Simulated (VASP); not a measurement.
# GaAs (qlda) (F-43m) in VASP: relaxation of cell and atoms with LDA

Aim: the relaxation of cell and atoms of GaAs (qlda) with LDA.

Program: VASP 6.6.1. These are calculated values, not measurements. Logs are shortened: lines on timing, memory, paths and dates and some standing lists are left out, and cuts for length are marked.

## Step 1: The cell of the first run

It takes space group F-43m (No. 216, cubic). Conventional cell: a = 5.750 Å, b = 5.750 Å, c = 5.750 Å, α = 90.00°, β = 90.00°, γ = 90.00°. Within 3.3 Å of Ga (site symmetry -43m) lie 4 As at 2.49 Å. Within 3.3 Å of As (site symmetry -43m) lie 4 Ga at 2.49 Å.

## Step 2: Relaxation of cell and atoms, LDA

Contents of INCAR:

```
ALGO = Normal
EDIFF = 1E-6
EDIFFG = -0.002
ENCUT = 600
IBRION = 2
ISIF = 3
ISMEAR = 0
LASPH = True
LCHARG = False
LREAL = False
LWAVE = False
NELM = 100
NSW = 100
PREC = Accurate
SIGMA = 0.1
```

Contents of KPOINTS:

```
k-points
0
Gamma
  10 10 10
```

Contents of POSCAR:

```
GaAs
1.0
    0.0000000000      2.8750910500      2.8750910500
    2.8750910500      0.0000000000      2.8750910500
    2.8750910500      2.8750910500      0.0000000000
Ga As
1 1
Direct
    0.0000000000      0.0000000000      0.0000000000
    0.7500000000      0.7500000000      0.7500000000
```

Potentials or basis: VASP PAW LDA potentials, release 64 (Ga_d, As).

On the command line:

```
$ cat potpaw_LDA.64/Ga_d/POTCAR potpaw_LDA.64/As/POTCAR > POTCAR
$ mpirun -np 1 vasp_std > vasp.out
```

OUTCAR:

```text
EDIFF = 1E-6
   EDIFFG = -0.002
   ENCUT = 600
   IBRION = 2
   ISIF = 3
   ISMEAR = 0
   LASPH = True
   LREAL = False
   NELM = 100
   NSW = 100
   PREC = Accurate

 ion  position               nearest neighbor table
   1  0.000  0.000  0.000-   2 2.49   2 2.49   2 2.49   2 2.49
   2  0.750  0.750  0.750-   1 2.49   1 2.49   1 2.49   1 2.49

  LATTYP: Found a face centered cubic cell.
 ALAT       =     5.7501821000

  Lattice vectors:

 A1 = (   0.0000000000,   2.8750910500,   2.8750910500)
 A2 = (   2.8750910500,   0.0000000000,   2.8750910500)
 A3 = (   2.8750910500,   2.8750910500,   0.0000000000)

Analysis of symmetry for initial positions (statically):
=====================================================================
 Subroutine PRICEL returns:
 Original cell was already a primitive cell.

 Routine SETGRP: Setting up the symmetry group for a
 face centered cubic supercell.

 Subroutine GETGRP returns: Found 24 space group operations
 (whereof 24 operations were pure point group operations)
 out of a pool of 48 trial point group operations.

The static configuration has the point symmetry T_d .

Analysis of symmetry for dynamics (positions and initial velocities):
=====================================================================
 Subroutine PRICEL returns:
 Original cell was already a primitive cell.

 Routine SETGRP: Setting up the symmetry group for a
 face centered cubic supercell.

 Subroutine GETGRP returns: Found 24 space group operations
 (whereof 24 operations were pure point group operations)
 out of a pool of 48 trial point group operations.

The dynamic configuration has the point symmetry T_d .

 Subroutine INISYM returns: Found 24 space group operations
 (whereof 24 operations are pure point group operations),
 and found     1 'primitive' translations

----------------------------------------------------------------------------------------

                                     Primitive cell

  volume of cell :      47.5319

  direct lattice vectors                    reciprocal lattice vectors
     0.000000000  2.875091050  2.875091050    -0.173907536  0.173907536  0.173907536
     2.875091050  0.000000000  2.875091050     0.173907536 -0.173907536  0.173907536
     2.875091050  2.875091050  0.000000000     0.173907536  0.173907536 -0.173907536

  length of vectors
     4.065992756  4.065992756  4.065992756     0.301216688  0.301216688  0.301216688

  position of ions in fractional coordinates (direct lattice)
[... 64 lines left out ...]
   dimension x,y,z NGX =    32 NGY =   32 NGZ =   32
   dimension x,y,z NGXF=    64 NGYF=   64 NGZF=   64
   ions per type =               1   1
   NGX,Y,Z   is equivalent  to a cutoff of  13.08, 13.08, 13.08 a.u.
   NGXF,Y,Z  is equivalent  to a cutoff of  26.17, 26.17, 26.17 a.u.
 SYSTEM =  unknown system
   PREC   = accura    normal or accurate (medium, high low for compatibility)
   ISTART =      0    job   : 0-new  1-cont  2-samecut
   ICHARG =      2    charge: 1-file 2-atom 10-const
   ISPIN  =      1    spin polarized calculation?
   LNONCOLLINEAR =      F non collinear calculations
   LSORBIT =      F    spin-orbit coupling
   LASPH  =      T    aspherical Exc in radial PAW
   ENCUT  =  600.0 eV  44.10 Ry    6.64 a.u.   8.12  8.12  8.12*2*pi/ulx,y,z
   NELM   =    100;   NELMIN=  2; NELMDL= -5     # of ELM steps
   EDIFF  = 0.1E-05   stopping-criterion for ELM
   LREAL  =      F    real-space projection
   EDIFFG = -.2E-02   stopping-criterion for IOM
   NSW    =    100    number of steps for IOM
   IBRION =      2    ionic relax: 0-MD 1-quasi-New 2-CG
   NFREE  =      1    steps in history (QN), initial steepest desc. (CG)
   ISIF   =      3    stress and relaxation
   ISYM   =      2    0-nonsym 1-usesym 2-fastsym
   POTIM  = 0.5000    time-step for ionic-motion
   TEBEG  =    0.0;   TEEND  =   0.0 temperature during run
   PSTRESS=    0.0 pullay stress
   NELECT =      18.0000    total number of electrons
   NUPDOWN=      -1.0000    fix difference up-down
   EMIN   =  10.00;   EMAX   =-10.00  energy-range for DOS
   EFERMI =   0.00;   METHOD = LEGACY
   ISMEAR =     0;   SIGMA  =   0.10  broadening in eV -4-tet -1-fermi 0-gaus
   EFERMI_NEDOS =   21; number of points for ismear=-14 and -15
   IALGO  =     38    algorithm
   IMIX   =      4    mixing-type and parameters
     AMIX     =   0.40;   BMIX     =  1.00
     AMIX_MAG =   1.60;   BMIX_MAG =  1.00
  volume/ion in A,a.u.               =      23.77       160.38
  Fermi-wavevector in a.u.,A,eV,Ry     =   1.184415  2.238221 19.086796  1.402840
  Thomas-Fermi vector in A             =   2.320630
   LORBIT       =      0    0 simple, 1 ext, 2 COOP (PROOUT), +10 PAW based schemes
   GGA     = CA    functional components
   LHFCALC =     F    Hartree Fock is set to
   AEXX    =    0.0000 exact exchange contribution
   IVDW    =     0    specifies the selected vdW correction
   LEPSILON=     F    determine dielectric tensor
   LRPA    =     F    only Hartree local field effects (RPA)
 conjugate gradient relaxation of ions
 non-spin polarized calculation
 Gauss-broadening in eV      SIGMA  =   0.10
  energy-cutoff  :      600.00
  volume of cell :       47.53
 maximum number of plane-waves:      1604
   NGX = 17   NGY = 17   NGZ = 17

--------------------------------------- Ionic step        1  -------------------------------------------

 number of electron      17.9999994 magnetization

 Free energy of the ion-electron system (eV)
  ---------------------------------------------------
  ext. energy  EPLUGINS =         0.00000000
  ---------------------------------------------------
  free energy    TOTEN  =        -9.58958709 eV

  energy without entropy =       -9.58938597  energy(sigma->0) =       -9.58948653

 E-fermi :   3.3726     XC(G=0):  -9.6907

 val. band max:        3.3289209890   @ k =   0.0000   0.0000   0.0000
 cond. band min:       4.0550688551   @ k =   0.5000   0.0000   0.0000
 fundamental gap:      0.7261478661
 Fermi energy:         3.3726063516
[... 878 lines left out ...]
  FREE ENERGIE OF THE ION-ELECTRON SYSTEM (eV)
  ---------------------------------------------------
  free  energy   TOTEN  =        -9.6416053130 eV

  energy  without entropy=       -9.6416049947  energy(sigma->0) =       -9.64160515

[... ionic steps 4 to 17 ...]

--------------------------------------- Ionic step       18  -------------------------------------------

 number of electron      18.0000006 magnetization

------------------------ aborting loop because EDIFF is reached ----------------------------------------
[... 67 lines left out ...]
--------------------------------------- Ionic step       20  -------------------------------------------

 number of electron      18.0000006 magnetization

 Free energy of the ion-electron system (eV)
  ---------------------------------------------------
  ext. energy  EPLUGINS =         0.00000000
  ---------------------------------------------------
  free energy    TOTEN  =        -9.64160300 eV

  energy without entropy =       -9.64160265  energy(sigma->0) =       -9.64160283

 E-fermi :   4.2790     XC(G=0): -10.0119

 val. band max:        4.0176687979   @ k =   0.0000   0.0000   0.0000
 cond. band min:       4.5198615223   @ k =   0.0000   0.0000   0.0000
 fundamental gap:      0.5021927244
 Fermi energy:         4.2789869468
[... 413 lines left out ...]
  FREE ENERGIE OF THE ION-ELECTRON SYSTEM (eV)
  ---------------------------------------------------
  free  energy   TOTEN  =        -9.6416030025 eV

  energy  without entropy=       -9.6416026489  energy(sigma->0) =       -9.64160283

 reached required accuracy - stopping structural energy minimisation
```

OSZICAR:

```text
N       E                     dE             d eps       ncg     rms          rms(c)
DAV:   1     0.855349612134E+02    0.85535E+02   -0.10054E+04  1230   0.201E+03
DAV:   2    -0.267962467924E+01   -0.88215E+02   -0.85131E+02  1317   0.355E+02
DAV:   3    -0.966085155282E+01   -0.69812E+01   -0.69253E+01  1527   0.804E+01
DAV:   4    -0.979594284511E+01   -0.13509E+00   -0.13494E+00  1420   0.123E+01
[... 97 lines left out ...]
DAV:   2    -0.964160172903E+01    0.19611E-06   -0.33806E-07   611   0.144E-02
  19 F= -.96416017E+01 E0= -.96416015E+01  d E =-.540351E-06
       N       E                     dE             d eps       ncg     rms          rms(c)
DAV:   1    -0.964160519930E+01   -0.32742E-05   -0.26237E-05  1612   0.106E-01    0.859E-03
DAV:   2    -0.964160346998E+01    0.17293E-05   -0.29058E-06  1007   0.421E-02    0.396E-03
DAV:   3    -0.964160300250E+01    0.46748E-06   -0.51939E-07   636   0.149E-02
  20 F= -.96416030E+01 E0= -.96416028E+01  d E =-.181382E-05
```

Run time: 2 min. Hardware: 1 thread of Intel Xeon Platinum 8259CL at 2.50GHz (Skylake/Cascade Lake), shared host; peak memory 0.19 GiB.

What came out:

```yaml
Free_energy: -9.6416 eV
Relaxed_volume: 22.09 Å³/atom
Relaxed_cell: a = 3.968 Å, b = 3.968 Å, c = 3.968 Å, α = 60.00°, β = 60.00°, γ = 60.00°
Space_group_after_relaxing_to_0.05_Å: F-43m (No. 216)
Energy_gained_by_relaxing: 26.0 meV/atom
Ionic_steps: 20
Pressure_after_relaxing: 0.0 GPa
Band_gap_on_the_k_mesh: 0.50 eV, direct
```

Step by step:
```
step  energy change (eV)  largest force (eV/Å)  pressure (GPa)  volume (Å³)
   1              0.0000                0.0000           -4.59        47.53
   2             -0.0447                0.0000            2.09        43.00
   3             -0.0520                0.0000            0.03        44.15
   4             -0.0520                0.0000           -0.15        44.21
   5             -0.0520                0.0000           -0.06        44.21
   6             -0.0520                0.0000           -0.10        44.21
   7             -0.0520                0.0000           -0.09        44.21
   8             -0.0520                0.0000           -0.09        44.21
   9             -0.0520                0.0000           -0.09        44.21
  10             -0.0520                0.0000           -0.10        44.20
  11             -0.0520                0.0000           -0.03        44.20
  12             -0.0520                0.0000           -0.08        44.20
  13             -0.0520                0.0000           -0.02        44.19
  14             -0.0520                0.0000           -0.07        44.19
  15             -0.0520                0.0000           -0.07        44.19
  16             -0.0520                0.0000            0.02        44.18
  17             -0.0520                0.0000           -0.03        44.18
  18             -0.0520                0.0000           -0.06        44.18
  19             -0.0520                0.0000           -0.05        44.18
  20             -0.0520                0.0000            0.01        44.17
```

Final structure:
```
Ga As
1.0
     0.00000    2.80573    2.80573
     2.80573    0.00000    2.80573
     2.80573    2.80573    0.00000
Ga As
1 1
Direct
  0.00000 0.00000 0.00000
  0.75000 0.75000 0.75000
```

Levels at points of the mesh, in eV from the valence-band top:
```
           k point  band 7  band 8  band 9  band 10  band 11  band 12
(0.00, 0.00, 0.00)    0.00    0.00    0.00     0.50     3.68     3.68
(0.50, 0.00, 0.00)   -6.82   -1.18   -1.18     0.93     4.59     4.59
(0.50, 0.50, 0.00)   -6.98   -2.77   -2.77     1.30     1.54    10.22
```

A k mesh can miss the band edges. Expect the measured gap to be larger: semilocal functionals such as LDA lack the derivative discontinuity.
